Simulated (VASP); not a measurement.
# NaLa (P-6m2) in VASP: notebook

Runs on NaLa. Level: PBE. Tasks: single point.

Program: VASP 6.6.1. These are calculated values, not measurements. Logs are shortened: lines on timing, memory, paths and dates and some standing lists are left out, and cuts for length are marked.

## (1) The cell of the first run

Symmetry: P-6m2, No. 187, hexagonal system. Conventional cell: a = 3.654 Å, b = 3.654 Å, c = 6.569 Å, α = 90.00°, β = 90.00°, γ = 120.00°. Within 4.8 Å of Na (site symmetry -6m2) lie 6 Na at 3.65 Å and 6 La at 3.90 Å. La (site symmetry -6m2) has 6 La at 3.65 Å and 6 Na at 3.90 Å within 4.8 Å.

## (2) Single point, PBE

Contents of INCAR:

```
  PREC = Accurate
  ENCUT = 520
  EDIFF = 1E-6
  ISMEAR = 1
  SIGMA = 0.1
  LREAL = False
  LASPH = True
  NELM = 60
  ALGO = Normal
  ISIF = 2
  LWAVE = False
  LCHARG = False
  GGA = PE
  NBANDS = 16
```

Contents of KPOINTS:

```
Automatic mesh
0
Gamma
  9 9 5
```

Contents of POSCAR:

```
NaLa
1.0
    3.6537061000      0.0000000000      0.0000000000
   -1.8268581158      3.1641981341      0.0000000000
    0.0000000000      0.0000000000      6.5691026793
Na La
1 1
Direct
    0.0000000000      0.0000000000      0.0000000000
    0.3333333333      0.6666666667      0.5000000000
```

Potentials or basis: VASP PAW PBE potentials, release 64 (Na_pv, La).

The run is started by

```sh
$ cat potpaw_PBE.64/Na_pv/POTCAR potpaw_PBE.64/La/POTCAR > POTCAR
$ mpirun -np 1 vasp_std > vasp.out
```

OUTCAR:

```text
PREC = Accurate
   ENCUT = 520
   EDIFF = 1E-6
   ISMEAR = 1
   LREAL = False
   LASPH = True
   NELM = 60
   ISIF = 2
   GGA = PE

 ion  position               nearest neighbor table
   1  0.000  0.000  0.000-
   2  0.333  0.667  0.500-

  LATTYP: Found a hexagonal cell.
 ALAT       =     3.6537061000
 C/A-ratio  =     1.7979285962

  Lattice vectors:

 A1 = (   3.6537061000,   0.0000000000,   0.0000000000)
 A2 = (  -1.8268581158,   3.1641981341,   0.0000000000)
 A3 = (   0.0000000000,   0.0000000000,   6.5691026793)

Analysis of symmetry for initial positions (statically):
=====================================================================
 Subroutine PRICEL returns:
 Original cell was already a primitive cell.

 Routine SETGRP: Setting up the symmetry group for a
 hexagonal supercell.

 Subroutine GETGRP returns: Found 12 space group operations
 (whereof 12 operations were pure point group operations)
 out of a pool of 24 trial point group operations.

The static configuration has the point symmetry D_3h.

Analysis of symmetry for dynamics (positions and initial velocities):
=====================================================================
 Subroutine PRICEL returns:
 Original cell was already a primitive cell.

 Routine SETGRP: Setting up the symmetry group for a
 hexagonal supercell.

 Subroutine GETGRP returns: Found 12 space group operations
 (whereof 12 operations were pure point group operations)
 out of a pool of 24 trial point group operations.

The dynamic configuration has the point symmetry D_3h.

 Subroutine INISYM returns: Found 12 space group operations
 (whereof 12 operations are pure point group operations),
 and found     1 'primitive' translations

----------------------------------------------------------------------------------------

                                     Primitive cell

  volume of cell :      75.9457

  direct lattice vectors                    reciprocal lattice vectors
     3.653706100  0.000000000  0.000000000     0.273694701  0.158018356  0.000000000
    -1.826858116  3.164198134  0.000000000     0.000000000  0.316035835  0.000000000
     0.000000000  0.000000000  6.569102679     0.000000000  0.000000000  0.152227793

  length of vectors
     3.653706100  3.653705025  6.569102679     0.316035742  0.316035835  0.152227793

  position of ions in fractional coordinates (direct lattice)
     0.000000000  0.000000000  0.000000000
     0.333333333  0.666666667  0.500000000

[... 71 lines left out ...]
   LNONCOLLINEAR =      F non collinear calculations
   LSORBIT =      F    spin-orbit coupling
   LASPH  =      T    aspherical Exc in radial PAW
   ENCUT  =  520.0 eV  38.22 Ry    6.18 a.u.   6.79  6.79 12.21*2*pi/ulx,y,z
   NELM   =     60;   NELMIN=  2; NELMDL= -5     # of ELM steps
   EDIFF  = 0.1E-05   stopping-criterion for ELM
   LREAL  =      F    real-space projection
   EDIFFG = 0.1E-04   stopping-criterion for IOM
   NSW    =      0    number of steps for IOM
   IBRION =     -1    ionic relax: 0-MD 1-quasi-New 2-CG
   NFREE  =      0    steps in history (QN), initial steepest desc. (CG)
   ISIF   =      2    stress and relaxation
   ISYM   =      2    0-nonsym 1-usesym 2-fastsym
   POTIM  = 0.5000    time-step for ionic-motion
   TEBEG  =    0.0;   TEEND  =   0.0 temperature during run
   PSTRESS=    0.0 pullay stress
   NELECT =      18.0000    total number of electrons
   NUPDOWN=      -1.0000    fix difference up-down
   EMIN   =  10.00;   EMAX   =-10.00  energy-range for DOS
   EFERMI =   0.00;   METHOD = LEGACY
   ISMEAR =     1;   SIGMA  =   0.10  broadening in eV -4-tet -1-fermi 0-gaus
   EFERMI_NEDOS =   21; number of points for ismear=-14 and -15
   IALGO  =     38    algorithm
   IMIX   =      4    mixing-type and parameters
     AMIX     =   0.40;   BMIX     =  1.00
     AMIX_MAG =   1.60;   BMIX_MAG =  1.00
  volume/ion in A,a.u.               =      37.97       256.25
  Fermi-wavevector in a.u.,A,eV,Ry     =   1.013129  1.914535 13.965421  1.026429
  Thomas-Fermi vector in A             =   2.146279
   LORBIT       =      0    0 simple, 1 ext, 2 COOP (PROOUT), +10 PAW based schemes
   GGA     = PE    functional components
   LHFCALC =     F    Hartree Fock is set to
   AEXX    =    0.0000 exact exchange contribution
   IVDW    =     0    specifies the selected vdW correction
   LEPSILON=     F    determine dielectric tensor
   LRPA    =     F    only Hartree local field effects (RPA)
 non-spin polarized calculation
 Methfessel and Paxton  Order N= 1 SIGMA  =   0.10
  energy-cutoff  :      520.00
  volume of cell :       75.95
 maximum number of plane-waves:      2062
 NGX is ok and might be reduce to    28
   NGX = 13   NGY = 13   NGZ = 25

 number of electron      18.0000006 magnetization

 Free energy of the ion-electron system (eV)
  ---------------------------------------------------
  ext. energy  EPLUGINS =         0.00000000
  ---------------------------------------------------
  free energy    TOTEN  =        -5.82433603 eV

  energy without entropy =       -5.82344950  energy(sigma->0) =       -5.82404052

 E-fermi :   3.9172     XC(G=0):  -8.0094

 val. band max:        3.9152489920   @ k =   0.3333   0.2222   0.4000
 cond. band min:       3.9785918015   @ k =   0.2222   0.2222   0.0000
 fundamental gap:      0.0633428095
 Fermi energy:         3.9172252967

 k-point     1 :       0.0000    0.0000    0.0000
  band No.  band energies     occupation
      1     -29.2484      2.00000
      2     -20.5173      2.00000
      3     -20.5173      2.00000
      4     -20.5141      2.00000
      5     -13.0225      2.00000
      6     -12.2396      2.00000
[... 433 lines left out ...]
      3     -20.5416      2.00000
      4     -20.5081      2.00000
      5     -13.1372      2.00000
      6     -13.1349      2.00000
[... 8 lines left out ...]
     15       5.4229     -0.00000
     16       5.6472     -0.00000

 [... further k-points ...]
[... 5 lines left out ...]
  --------------------------------------------------------------------------------------
  -------------------------------------------------------------------------------------
  Total       -0.3438367     -0.3438358     -0.2624795      0.0000006     -0.0000000      0.0000000
  in kB       -7.2536985     -7.2536794     -5.5373594      0.0000116     -0.0000000      0.0000000
  external PRESSURE =      -6.6815791 kB  Pullay stress =       0.0000000 kB

 VOLUME and BASIS-vectors are now :
 -----------------------------------------------------------------------------
  energy-cutoff  :      520.00
  volume of cell :       75.95
      direct lattice vectors                 reciprocal lattice vectors
     3.653706100  0.000000000  0.000000000     0.273694701  0.158018356  0.000000000
    -1.826858116  3.164198134  0.000000000     0.000000000  0.316035835  0.000000000
     0.000000000  0.000000000  6.569102679     0.000000000  0.000000000  0.152227793

 POSITION                                       TOTAL-FORCE (eV/Angst)
 -----------------------------------------------------------------------------------
      0.00000      0.00000      0.00000         0.000000     -0.000000      0.000000
     -0.00000      2.10947      3.28455        -0.000000      0.000000      0.000000
 -----------------------------------------------------------------------------------
    total drift:                                0.000010     -0.000008     -0.000000

  FREE ENERGIE OF THE ION-ELECTRON SYSTEM (eV)
  ---------------------------------------------------
  free  energy   TOTEN  =        -5.8243360264 eV

  energy  without entropy=       -5.8234494978  energy(sigma->0) =       -5.82404052
```

stdout:

```text
POSCAR found type information on POSCAR NaLa
 POSCAR found :  2 types and       2 ions
 scaLAPACK will be used
 LDA part: xc-table for (Slater+PW92), standard interpolation
 POSCAR, INCAR and KPOINTS ok, starting setup
 FFT: planning ... GRIDC
 FFT: planning ... GRID_SOFT
 FFT: planning ... GRID
 WAVECAR not read
 entering main loop
```

It took 86 s on 1 thread of AMD EPYC 7R13, shared host; peak memory 0.22 GiB.

Results:

```yaml
Free_energy: -5.8243 eV
Pressure: -0.7 GPa
Band_gap_on_the_k_mesh: zero (band 9 reaches 4.19 eV, above the bottom of band 10 at 3.64 eV)
```

Stress tensor (GPa, compression positive):
```
-0.73  0.00  0.00
 0.00 -0.73  0.00
 0.00  0.00 -0.55
```

Caveat: spin-orbit coupling is left out, which moves the levels of the heavy elements.

## (3) Single point, PBE

This run uses another cell than the first one, of 39.43 Å³/atom, 1.038 times its volume.

Contents of INCAR:

```
PREC = Accurate
ENCUT = 520
EDIFF = 1E-6
ISMEAR = 1
SIGMA = 0.1
LREAL = False
LASPH = True
NELM = 60
ALGO = Normal
ISIF = 2
LWAVE = False
LCHARG = False
GGA = PE
NBANDS = 16
```

KPOINTS is that of step 2.

Contents of POSCAR:

```
NaLa
1.0
    3.6999604546      0.0000000000      0.0000000000
   -1.8499853572      3.2042555274      0.0000000000
    0.0000000000      0.0000000000      6.6522647061
Na La
1 1
Direct
    0.0000000000      0.0000000000      0.0000000000
    0.3333333333      0.6666666667      0.5000000000
```

Potentials or basis: VASP PAW PBE potentials, release 64 (Na_pv, La).

The run is started by

```sh
$ cat potpaw_PBE.64/Na_pv/POTCAR potpaw_PBE.64/La/POTCAR > POTCAR
$ mpirun -np 1 vasp_std > vasp.out
```

OUTCAR:

```text
PREC = Accurate
   ENCUT = 520
   EDIFF = 1E-6
   ISMEAR = 1
   LREAL = False
   LASPH = True
   NELM = 60
   ISIF = 2
   GGA = PE

 ion  position               nearest neighbor table
   1  0.000  0.000  0.000-
   2  0.333  0.667  0.500-

  LATTYP: Found a hexagonal cell.
 ALAT       =     3.6999604546
 C/A-ratio  =     1.7979285962

  Lattice vectors:

 A1 = (   3.6999604546,   0.0000000000,   0.0000000000)
 A2 = (  -1.8499853572,   3.2042555274,   0.0000000000)
 A3 = (   0.0000000000,   0.0000000000,   6.6522647061)

Analysis of symmetry for initial positions (statically):
=====================================================================
 Subroutine PRICEL returns:
 Original cell was already a primitive cell.

 Routine SETGRP: Setting up the symmetry group for a
 hexagonal supercell.

 Subroutine GETGRP returns: Found 12 space group operations
 (whereof 12 operations were pure point group operations)
 out of a pool of 24 trial point group operations.

The static configuration has the point symmetry D_3h.

Analysis of symmetry for dynamics (positions and initial velocities):
=====================================================================
 Subroutine PRICEL returns:
 Original cell was already a primitive cell.

 Routine SETGRP: Setting up the symmetry group for a
 hexagonal supercell.

 Subroutine GETGRP returns: Found 12 space group operations
 (whereof 12 operations were pure point group operations)
 out of a pool of 24 trial point group operations.

The dynamic configuration has the point symmetry D_3h.

 Subroutine INISYM returns: Found 12 space group operations
 (whereof 12 operations are pure point group operations),
 and found     1 'primitive' translations

----------------------------------------------------------------------------------------

                                     Primitive cell

  volume of cell :      78.8667

  direct lattice vectors                    reciprocal lattice vectors
     3.699960455  0.000000000  0.000000000     0.270273159  0.156042919  0.000000000
    -1.849985357  3.204255527  0.000000000     0.000000000  0.312084973  0.000000000
     0.000000000  0.000000000  6.652264706     0.000000000  0.000000000  0.150324746

  length of vectors
     3.699960455  3.699959366  6.652264706     0.312084881  0.312084973  0.150324746

  position of ions in fractional coordinates (direct lattice)
     0.000000000  0.000000000  0.000000000
     0.333333333  0.666666667  0.500000000

  ion indices of the primitive-cell ions
   primitive index   ion index
                 1           1
                 2           2

----------------------------------------------------------------------------------------

 KPOINTS: Automatic mesh

Automatic generation of k-mesh.
 Grid dimensions read from file:
 generate k-points for:    9    9    5

 Generating k-lattice:

  Cartesian coordinates                     Fractional coordinates (reciprocal lattice)
     0.030030351  0.017338102  0.000000000     0.111111111  0.000000000  0.000000000
     0.000000000  0.034676108  0.000000000     0.000000000  0.111111111  0.000000000
     0.000000000  0.000000000  0.030064949     0.000000000  0.000000000  0.200000000

  Length of vectors
     0.034676098  0.034676108  0.030064949

  Shift w.r.t. Gamma in fractional coordinates (k-lattice)
     0.000000000  0.000000000  0.000000000

 Subroutine IBZKPT returns following result:
 ===========================================

 Found     36 irreducible k-points:

 Following reciprocal coordinates:
            Coordinates               Weight
  0.000000  0.000000  0.000000      1.000000
  0.111111  0.000000  0.000000      6.000000
  0.222222  0.000000  0.000000      6.000000
  0.333333  0.000000  0.000000      6.000000
  0.444444  0.000000  0.000000      6.000000
  0.111111  0.111111  0.000000      6.000000
[... 16 lines left out ...]
  0.333333  0.222222  0.200000     24.000000
  0.333333  0.333333  0.200000      4.000000
 [... further k-points ...]
   k-points           NKPTS =     36   k-points in BZ     NKDIM =     36   number of bands    NBANDS=     16
   number of dos      NEDOS =    301   number of ions     NIONS =      2
   total plane-waves  NPLWV =  39200
   dimension x,y,z NGX =    28 NGY =   28 NGZ =   50
   dimension x,y,z NGXF=    56 NGYF=   56 NGZF=  100
   ions per type =               1   1
   NGX,Y,Z   is equivalent  to a cutoff of  12.58, 12.58, 12.50 a.u.
   NGXF,Y,Z  is equivalent  to a cutoff of  25.16, 25.16, 24.99 a.u.
 SYSTEM =  unknown system
   PREC   = accura    normal or accurate (medium, high low for compatibility)
   ISTART =      0    job   : 0-new  1-cont  2-samecut
   ICHARG =      2    charge: 1-file 2-atom 10-const
   ISPIN  =      1    spin polarized calculation?
   LNONCOLLINEAR =      F non collinear calculations
   LSORBIT =      F    spin-orbit coupling
   LASPH  =      T    aspherical Exc in radial PAW
   ENCUT  =  520.0 eV  38.22 Ry    6.18 a.u.   6.88  6.88 12.37*2*pi/ulx,y,z
   NELM   =     60;   NELMIN=  2; NELMDL= -5     # of ELM steps
   EDIFF  = 0.1E-05   stopping-criterion for ELM
   LREAL  =      F    real-space projection
   EDIFFG = 0.1E-04   stopping-criterion for IOM
   NSW    =      0    number of steps for IOM
   IBRION =     -1    ionic relax: 0-MD 1-quasi-New 2-CG
   NFREE  =      0    steps in history (QN), initial steepest desc. (CG)
   ISIF   =      2    stress and relaxation
   ISYM   =      2    0-nonsym 1-usesym 2-fastsym
   POTIM  = 0.5000    time-step for ionic-motion
   TEBEG  =    0.0;   TEEND  =   0.0 temperature during run
   PSTRESS=    0.0 pullay stress
   NELECT =      18.0000    total number of electrons
   NUPDOWN=      -1.0000    fix difference up-down
   EMIN   =  10.00;   EMAX   =-10.00  energy-range for DOS
   EFERMI =   0.00;   METHOD = LEGACY
   ISMEAR =     1;   SIGMA  =   0.10  broadening in eV -4-tet -1-fermi 0-gaus
   EFERMI_NEDOS =   21; number of points for ismear=-14 and -15
   IALGO  =     38    algorithm
   IMIX   =      4    mixing-type and parameters
     AMIX     =   0.40;   BMIX     =  1.00
     AMIX_MAG =   1.60;   BMIX_MAG =  1.00
  volume/ion in A,a.u.               =      39.43       266.11
  Fermi-wavevector in a.u.,A,eV,Ry     =   1.000463  1.890601 13.618431  1.000926
  Thomas-Fermi vector in A             =   2.132821
   LORBIT       =      0    0 simple, 1 ext, 2 COOP (PROOUT), +10 PAW based schemes
   GGA     = PE    functional components
   LHFCALC =     F    Hartree Fock is set to
   AEXX    =    0.0000 exact exchange contribution
   IVDW    =     0    specifies the selected vdW correction
   LEPSILON=     F    determine dielectric tensor
   LRPA    =     F    only Hartree local field effects (RPA)
 non-spin polarized calculation
 Methfessel and Paxton  Order N= 1 SIGMA  =   0.10
  energy-cutoff  :      520.00
  volume of cell :       78.87
 maximum number of plane-waves:      2144
 NGX is ok and might be reduce to    28
   NGX = 13   NGY = 13   NGZ = 25

 number of electron      18.0000010 magnetization

 Free energy of the ion-electron system (eV)
  ---------------------------------------------------
  ext. energy  EPLUGINS =         0.00000000
  ---------------------------------------------------
  free energy    TOTEN  =        -5.80766271 eV

  energy without entropy =       -5.80750405  energy(sigma->0) =       -5.80760982

 E-fermi :   3.6871     XC(G=0):  -7.8833

 val. band max:        3.6838251031   @ k =   0.3333   0.3333   0.4000
 cond. band min:       3.7468588360   @ k =   0.2222   0.2222   0.0000
 fundamental gap:      0.0630337329
 Fermi energy:         3.6870866354

 k-point     1 :       0.0000    0.0000    0.0000
  band No.  band energies     occupation
      1     -29.5388      2.00000
      2     -20.7739      2.00000
      3     -20.7739      2.00000
      4     -20.7676      2.00000
      5     -13.3042      2.00000
      6     -12.5872      2.00000
[... 8 lines left out ...]
     15       5.3475     -0.00000
     16       5.3697     -0.00000

 k-point     2 :       0.1111    0.0000    0.0000
  band No.  band energies     occupation
      1     -29.5223      2.00000
      2     -20.7775      2.00000
      3     -20.7748      2.00000
      4     -20.7671      2.00000
      5     -13.2828      2.00000
      6     -12.7327      2.00000
[... 8 lines left out ...]
     15       5.2239     -0.00000
     16       5.3331     -0.00000
[... 387 lines left out ...]
      5     -13.5518      2.00000
      6     -13.1396      2.00000
[... 8 lines left out ...]
     15       5.2807     -0.00000
     16       5.3643     -0.00000

 k-point    24 :       0.3333    0.3333    0.2000
  band No.  band energies     occupation
      1     -29.3761      2.00000
      2     -20.7954      2.00000
      3     -20.7951      2.00000
      4     -20.7625      2.00000
      5     -13.3909      2.00000
      6     -13.3891      2.00000
[... 8 lines left out ...]
     15       5.1175     -0.00000
     16       5.3238     -0.00000

 [... further k-points ...]
[... 5 lines left out ...]
  --------------------------------------------------------------------------------------
  -------------------------------------------------------------------------------------
  Total       -0.6261172     -0.6261156     -0.4963364      0.0000010      0.0000000      0.0000000
  in kB      -12.7195722    -12.7195387    -10.0830744      0.0000204      0.0000000      0.0000000
  external PRESSURE =     -11.8407284 kB  Pullay stress =       0.0000000 kB

 VOLUME and BASIS-vectors are now :
 -----------------------------------------------------------------------------
  energy-cutoff  :      520.00
  volume of cell :       78.87
      direct lattice vectors                 reciprocal lattice vectors
     3.699960455  0.000000000  0.000000000     0.270273159  0.156042919  0.000000000
    -1.849985357  3.204255527  0.000000000     0.000000000  0.312084973  0.000000000
     0.000000000  0.000000000  6.652264706     0.000000000  0.000000000  0.150324746

 POSITION                                       TOTAL-FORCE (eV/Angst)
 -----------------------------------------------------------------------------------
      0.00000      0.00000      0.00000        -0.000000     -0.000000      0.000000
     -0.00000      2.13617      3.32613         0.000000      0.000000      0.000000
 -----------------------------------------------------------------------------------
    total drift:                                0.000010     -0.000008     -0.000000

  FREE ENERGIE OF THE ION-ELECTRON SYSTEM (eV)
  ---------------------------------------------------
  free  energy   TOTEN  =        -5.8076627087 eV

  energy  without entropy=       -5.8075040506  energy(sigma->0) =       -5.80760982
```

It took 81 s on 1 thread of AMD EPYC 7R13, shared host; peak memory 0.22 GiB.

Results:

```yaml
Free_energy: -5.8077 eV
Pressure: -1.2 GPa
Band_gap_on_the_k_mesh: zero (band 9 reaches 3.99 eV, above the bottom of band 10 at 3.44 eV)
```

Caveat: spin-orbit coupling is left out, which moves the levels of the heavy elements.
